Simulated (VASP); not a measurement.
# FeSi2 (Linzhiite) (P4/mmm) in VASP: single point with LDA

Aim: the single point of FeSi2 (Linzhiite) with LDA.

Program: VASP 6.6.1. These are calculated values, not measurements. Logs are shortened: lines on timing, memory, paths and dates and some standing lists are left out, and cuts for length are marked.

## Step 1: The cell of the first run

The structure is tetragonal, space group P4/mmm (No. 123). The conventional cell has a = 2.659 Å, b = 2.659 Å, c = 5.067 Å, α = 90.00°, β = 90.00°, γ = 90.00°. Within 3.1 Å of Fe (site symmetry 4/mmm) lie 8 Si at 2.33 Å and 4 Fe at 2.66 Å. Si (site symmetry 4mm) has 6 Si at 2.32 to 2.75 Å and 4 Fe at 2.33 Å within 3.1 Å.

## Step 2: Single point, LDA

File INCAR:

```
PREC = Accurate
ENCUT = 520
EDIFF = 1E-6
ISMEAR = 0
SIGMA = 0.1
LREAL = F
LASPH = T
NELM = 100
ALGO = Normal
ISIF = 2
LWAVE = F
LCHARG = F
GGA = CA
NBANDS = 15
```

File KPOINTS:

```
regular mesh
0
Gamma
  16 16 8
```

File POSCAR:

```
FeSi2
1.0
    2.6591956022      0.0000000000      0.0000000000
    0.0000000000      2.6591956022      0.0000000000
    0.0000000000      0.0000000000      5.0669515871
Fe Si
1 2
Direct
    0.0000000000      0.0000000000      0.0000000000
    0.5000000000      0.5000000000      0.2713853283
    0.5000000000      0.5000000000      0.7286146717
```

Potentials or basis: VASP PAW LDA potentials, release 64 (Fe, Si).

Started as:

```
$ cat potpaw_LDA.64/Fe/POTCAR potpaw_LDA.64/Si/POTCAR > POTCAR
$ mpirun -np 1 vasp_std > vasp.out
```

OUTCAR:

```text
PREC = Accurate
   ENCUT = 520
   EDIFF = 1E-6
   ISMEAR = 0
   LREAL = F
   LASPH = T
   NELM = 100
   ISIF = 2
   GGA = CA

 ion  position               nearest neighbor table
   1  0.000  0.000  0.000-   2 2.33   3 2.33   2 2.33   3 2.33   2 2.33   3 2.33   2 2.33   3 2.33

   2  0.500  0.500  0.271-   3 2.32   1 2.33   1 2.33   1 2.33   1 2.33   3 2.75
   3  0.500  0.500  0.729-   2 2.32   1 2.33   1 2.33   1 2.33   1 2.33   2 2.75

  LATTYP: Found a simple tetragonal cell.
 ALAT       =     2.6591956022
 C/A-ratio  =     1.9054452342

  Lattice vectors:

 A1 = (   2.6591956022,   0.0000000000,   0.0000000000)
 A2 = (   0.0000000000,   2.6591956022,   0.0000000000)
 A3 = (   0.0000000000,   0.0000000000,   5.0669515871)

Analysis of symmetry for initial positions (statically):
=====================================================================
 Subroutine PRICEL returns:
 Original cell was already a primitive cell.

 Routine SETGRP: Setting up the symmetry group for a
 simple tetragonal supercell.

 Subroutine GETGRP returns: Found 16 space group operations
 (whereof 16 operations were pure point group operations)
 out of a pool of 16 trial point group operations.

The static configuration has the point symmetry D_4h.

Analysis of symmetry for dynamics (positions and initial velocities):
=====================================================================
 Subroutine PRICEL returns:
 Original cell was already a primitive cell.

 Routine SETGRP: Setting up the symmetry group for a
 simple tetragonal supercell.

 Subroutine GETGRP returns: Found 16 space group operations
 (whereof 16 operations were pure point group operations)
 out of a pool of 16 trial point group operations.

The dynamic configuration has the point symmetry D_4h.

 Subroutine INISYM returns: Found 16 space group operations
 (whereof 16 operations are pure point group operations),
 and found     1 'primitive' translations

----------------------------------------------------------------------------------------

                                     Primitive cell

  volume of cell :      35.8300

  direct lattice vectors                    reciprocal lattice vectors
     2.659195602  0.000000000  0.000000000     0.376053570  0.000000000  0.000000000
     0.000000000  2.659195602  0.000000000     0.000000000  0.376053570  0.000000000
     0.000000000  0.000000000  5.066951587     0.000000000  0.000000000  0.197357323

  length of vectors
     2.659195602  2.659195602  5.066951587     0.376053570  0.376053570  0.197357323

  position of ions in fractional coordinates (direct lattice)
     0.000000000  0.000000000  0.000000000
     0.500000000  0.500000000  0.271385328
     0.500000000  0.500000000  0.728614672

  ion indices of the primitive-cell ions
   primitive index   ion index
                 1           1
                 2           2
                 3           3

----------------------------------------------------------------------------------------

 KPOINTS: regular mesh

Automatic generation of k-mesh.
 Grid dimensions read from file:
 generate k-points for:   16   16    8

 Generating k-lattice:

  Cartesian coordinates                     Fractional coordinates (reciprocal lattice)
     0.023503348  0.000000000  0.000000000     0.062500000  0.000000000  0.000000000
     0.000000000  0.023503348  0.000000000     0.000000000  0.062500000  0.000000000
     0.000000000  0.000000000  0.024669665     0.000000000  0.000000000  0.125000000

  Length of vectors
     0.023503348  0.023503348  0.024669665

  Shift w.r.t. Gamma in fractional coordinates (k-lattice)
     0.000000000  0.000000000  0.000000000

 Subroutine IBZKPT returns following result:
 ===========================================

 Found    225 irreducible k-points:

 Following reciprocal coordinates:
            Coordinates               Weight
  0.000000  0.000000  0.000000      1.000000
  0.062500  0.000000  0.000000      4.000000
  0.125000  0.000000  0.000000      4.000000
  0.187500  0.000000  0.000000      4.000000
  0.250000  0.000000  0.000000      4.000000
  0.312500  0.000000  0.000000      4.000000
[... 16 lines left out ...]
  0.437500  0.125000  0.000000      8.000000
  0.500000  0.125000  0.000000      4.000000
 [... further k-points ...]
   k-points           NKPTS =    225   k-points in BZ     NKDIM =    225   number of bands    NBANDS=     15
   number of dos      NEDOS =    301   number of ions     NIONS =      3
   total plane-waves  NPLWV =  16000
   dimension x,y,z NGX =    20 NGY =   20 NGZ =   40
   dimension x,y,z NGXF=    40 NGYF=   40 NGZF=   80
   ions per type =               1   2
   NGX,Y,Z   is equivalent  to a cutoff of  12.50, 12.50, 13.12 a.u.
   NGXF,Y,Z  is equivalent  to a cutoff of  25.01, 25.01, 26.25 a.u.
 SYSTEM =  unknown system
   PREC   = accura    normal or accurate (medium, high low for compatibility)
   ISTART =      0    job   : 0-new  1-cont  2-samecut
   ICHARG =      2    charge: 1-file 2-atom 10-const
   ISPIN  =      1    spin polarized calculation?
   LNONCOLLINEAR =      F non collinear calculations
   LSORBIT =      F    spin-orbit coupling
   LASPH  =      T    aspherical Exc in radial PAW
   ENCUT  =  520.0 eV  38.22 Ry    6.18 a.u.   4.94  4.94  9.42*2*pi/ulx,y,z
   NELM   =    100;   NELMIN=  2; NELMDL= -5     # of ELM steps
   EDIFF  = 0.1E-05   stopping-criterion for ELM
   LREAL  =      F    real-space projection
   EDIFFG = 0.1E-04   stopping-criterion for IOM
   NSW    =      0    number of steps for IOM
   IBRION =     -1    ionic relax: 0-MD 1-quasi-New 2-CG
   NFREE  =      0    steps in history (QN), initial steepest desc. (CG)
   ISIF   =      2    stress and relaxation
   ISYM   =      2    0-nonsym 1-usesym 2-fastsym
   POTIM  = 0.5000    time-step for ionic-motion
   TEBEG  =    0.0;   TEEND  =   0.0 temperature during run
   PSTRESS=    0.0 pullay stress
   NELECT =      16.0000    total number of electrons
   NUPDOWN=      -1.0000    fix difference up-down
   EMIN   =  10.00;   EMAX   =-10.00  energy-range for DOS
   EFERMI =   0.00;   METHOD = LEGACY
   ISMEAR =     0;   SIGMA  =   0.10  broadening in eV -4-tet -1-fermi 0-gaus
   EFERMI_NEDOS =   21; number of points for ismear=-14 and -15
   IALGO  =     38    algorithm
   IMIX   =      4    mixing-type and parameters
     AMIX     =   0.40;   BMIX     =  1.00
     AMIX_MAG =   1.60;   BMIX_MAG =  1.00
  volume/ion in A,a.u.               =      11.94        80.60
  Fermi-wavevector in a.u.,A,eV,Ry     =   1.251312  2.364637 21.303764  1.565783
  Thomas-Fermi vector in A             =   2.385266
   LORBIT       =      0    0 simple, 1 ext, 2 COOP (PROOUT), +10 PAW based schemes
   GGA     = CA    functional components
   LHFCALC =     F    Hartree Fock is set to
   AEXX    =    0.0000 exact exchange contribution
   IVDW    =     0    specifies the selected vdW correction
   LEPSILON=     F    determine dielectric tensor
   LRPA    =     F    only Hartree local field effects (RPA)
 non-spin polarized calculation
 Gauss-broadening in eV      SIGMA  =   0.10
  energy-cutoff  :      520.00
  volume of cell :       35.83
 maximum number of plane-waves:      1000
 NGX is ok and might be reduce to    20
   NGX =  9   NGY =  9   NGZ = 19

 number of electron      16.0000004 magnetization

 Free energy of the ion-electron system (eV)
  ---------------------------------------------------
  ext. energy  EPLUGINS =         0.00000000
  ---------------------------------------------------
  free energy    TOTEN  =       -22.86348072 eV

  energy without entropy =      -22.85857771  energy(sigma->0) =      -22.86102921

 E-fermi :  10.3331     XC(G=0): -12.2648

 val. band max:       10.3215836698   @ k =   0.5000   0.4375   0.3750
 cond. band min:      10.3475108371   @ k =   0.5000   0.2500   0.0000
 fundamental gap:      0.0259271672
 Fermi energy:        10.3331492835

 k-point     1 :       0.0000    0.0000    0.0000
  band No.  band energies     occupation
      1      -3.7912      2.00000
      2       1.1097      2.00000
      3       2.2298      2.00000
      4       6.5887      2.00000
      5       8.6168      2.00000
      6       8.7705      2.00000
      7       8.7705      2.00000
      8       9.6992      2.00000
      9      15.0075      0.00000
     10      15.0075      0.00000
     11      17.0337      0.00000
     12      17.5694      0.00000
     13      18.4825      0.00000
     14      18.5863      0.00000
     15      20.1698      0.00000

 k-point     2 :       0.0625    0.0000    0.0000
  band No.  band energies     occupation
      1      -3.7101      2.00000
      2       1.1652      2.00000
      3       2.3079      2.00000
      4       6.5901      2.00000
      5       8.6139      2.00000
      6       8.6983      2.00000
      7       8.7859      2.00000
      8       9.6232      2.00000
      9      14.1126      0.00000
     10      15.1220      0.00000
     11      17.1275      0.00000
     12      17.8797      0.00000
     13      17.9898      0.00000
     14      18.9233      0.00000
     15      20.1932      0.00000

 k-point     3 :       0.1250    0.0000    0.0000
  band No.  band energies     occupation
      1      -3.4678      2.00000
      2       1.3293      2.00000
      3       2.5400      2.00000
      4       6.5671      2.00000
      5       8.4936      2.00000
      6       8.5844      2.00000
      7       8.8301      2.00000
      8       9.4195      2.00000
      9      12.6536      0.00000
     10      15.4455      0.00000
     11      16.6465      0.00000
     12      17.4313      0.00000
     13      18.0901      0.00000
     14      19.2187      0.00000
     15      20.2622      0.00000
[... 343 lines left out ...]
 k-point    23 :       0.4375    0.1250    0.0000
  band No.  band energies     occupation
      1       0.0742      2.00000
      2       3.1152      2.00000
      3       3.3531      2.00000
      4       5.4760      2.00000
      5       6.4760      2.00000
      6       7.5086      2.00000
      7       8.3166      2.00000
      8       9.4992      2.00000
      9      10.4095      0.28040
     10      12.1130      0.00000
     11      13.0452      0.00000
     12      15.5532      0.00000
     13      18.6718      0.00000
     14      19.5832      0.00000
     15      21.2956      0.00000

 k-point    24 :       0.5000    0.1250    0.0000
  band No.  band energies     occupation
      1       0.5463      2.00000
      2       2.5548      2.00000
      3       3.4960      2.00000
      4       5.7480      2.00000
      5       6.3463      2.00000
      6       7.3188      2.00000
      7       8.3455      2.00000
      8       9.5375      2.00000
      9      10.4251      0.19369
     10      11.9295      0.00000
     11      12.7830      0.00000
     12      15.7527      0.00000
     13      18.7598      0.00000
     14      19.3650      0.00000
     15      21.3501      0.00000

 [... further k-points ...]
[... 5 lines left out ...]
  --------------------------------------------------------------------------------------
  -------------------------------------------------------------------------------------
  Total        0.1182094      0.1182094      0.1056079      0.0000000      0.0000000     -0.0000000
  in kB        5.2858576      5.2858576      4.7223670      0.0000000      0.0000000     -0.0000000
  external PRESSURE =       5.0980274 kB  Pullay stress =       0.0000000 kB

 VOLUME and BASIS-vectors are now :
 -----------------------------------------------------------------------------
  energy-cutoff  :      520.00
  volume of cell :       35.83
      direct lattice vectors                 reciprocal lattice vectors
     2.659195602  0.000000000  0.000000000     0.376053570  0.000000000  0.000000000
     0.000000000  2.659195602  0.000000000     0.000000000  0.376053570  0.000000000
     0.000000000  0.000000000  5.066951587     0.000000000  0.000000000  0.197357323

 POSITION                                       TOTAL-FORCE (eV/Angst)
 -----------------------------------------------------------------------------------
      0.00000      0.00000      0.00000         0.000000     -0.000000      0.000000
      1.32960      1.32960      1.37510         0.000000     -0.000000      0.035196
      1.32960      1.32960      3.69186        -0.000000      0.000000     -0.035196
 -----------------------------------------------------------------------------------
    total drift:                                0.000000      0.000000      0.000000

  FREE ENERGIE OF THE ION-ELECTRON SYSTEM (eV)
  ---------------------------------------------------
  free  energy   TOTEN  =       -22.8634807182 eV

  energy  without entropy=      -22.8585777053  energy(sigma->0) =      -22.86102921
```

Run time: 71 s. Hardware: 1 thread of Intel Xeon Platinum 8259CL at 2.50GHz (Skylake/Cascade Lake), shared host; peak memory 0.23 GiB.

Results:

| Property | Result |
| --- | --- |
| Free energy | -22.8635 eV |
| Pressure | 0.5 GPa |
| Largest force | 0.035 eV/Å |
| Band gap on the k mesh | zero (band 8 reaches 10.49 eV, above the bottom of band 9 at 10.15 eV) |

Forces on the atoms (eV/Å):
```
Fe   0.000  0.000  0.000
Si   0.000  0.000  0.035
Si   0.000  0.000 -0.035
```

Levels at points of the mesh, in eV from the Fermi level:
| k point | band 5 | band 6 | band 7 | band 8 | band 9 | band 10 | band 11 | band 12 |
| --- | --- | --- | --- | --- | --- | --- | --- | --- |
| (0.00, 0.00, 0.00) | -1.72 | -1.56 | -1.56 | -0.63 | 4.67 | 4.67 | 6.70 | 7.24 |
| (0.50, 0.00, 0.00) | -3.82 | -3.31 | -2.14 | -1.14 | 0.10 | 1.58 | 2.37 | 8.01 |
| (0.50, 0.50, 0.00) | -4.48 | -3.26 | -2.33 | 0.16 | 0.66 | 2.67 | 3.03 | 3.03 |
| (0.00, 0.00, 0.50) | -2.34 | -1.61 | -1.61 | -0.63 | 2.63 | 5.85 | 5.85 | 6.42 |
| (0.50, 0.00, 0.50) | -3.24 | -2.54 | -2.13 | -1.15 | 0.62 | 2.46 | 5.00 | 5.07 |
| (0.50, 0.50, 0.50) | -3.29 | -3.29 | -1.86 | 0.16 | 0.39 | 0.39 | 1.17 | 3.06 |

Spin polarisation is off, so any magnetic state and its effect on volume and gap are missing.
